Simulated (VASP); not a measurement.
A run of VASP 6.6.1:

The input INCAR:

```
SYSTEM = TiTe2
ALGO = Normal ; EDIFF = 1E-7
ENCUT = 520 ; GGA = PE
ISIF = 2 ; ISMEAR = -1
LASPH = .True. ; LCHARG = .False.
LREAL = .False. ; LWAVE = .False.
NBANDS = 19 ; NELM = 60
PREC = Accurate ; SIGMA = 0.05
```

The input KPOINTS:

```
k-points
0
Gamma
  7 7 4
  0 0 0
```

The input POSCAR:

```
TiTe2
1.0
    3.7770000000      0.0755400000      0.0000000000
   -1.8230804410      3.2332079501      0.0000000000
    0.0000000000      0.0000000000      6.4980000000
Te Ti
2 1
Direct
    0.3333333333      0.6666666667      0.7372000000
    0.6666666667      0.3333333333      0.2628000000
    0.0000000000      0.0000000000      0.0000000000
```

Potentials or basis: VASP PAW PBE potentials, release 64 (Te, Ti_sv).

Run with:

```sh
$ cat potpaw_PBE.64/Te/POTCAR potpaw_PBE.64/Ti_sv/POTCAR > POTCAR
$ mpirun -np 1 vasp_std > vasp.out
```

Hardware: 1 thread of Intel(R) Xeon(R) Platinum 8259CL CPU @ 2.50GHz (Skylake/Cascade Lake) (shared host).

**Question.** Estimate the wall time of this run.

**Answer.** It took 2.8 min on 1 thread of Intel(R) Xeon(R) Platinum 8259CL CPU @ 2.50GHz (Skylake/Cascade Lake), on a shared host, peak memory 0.29 GiB. Counts: scf iterations 17, k points 99.
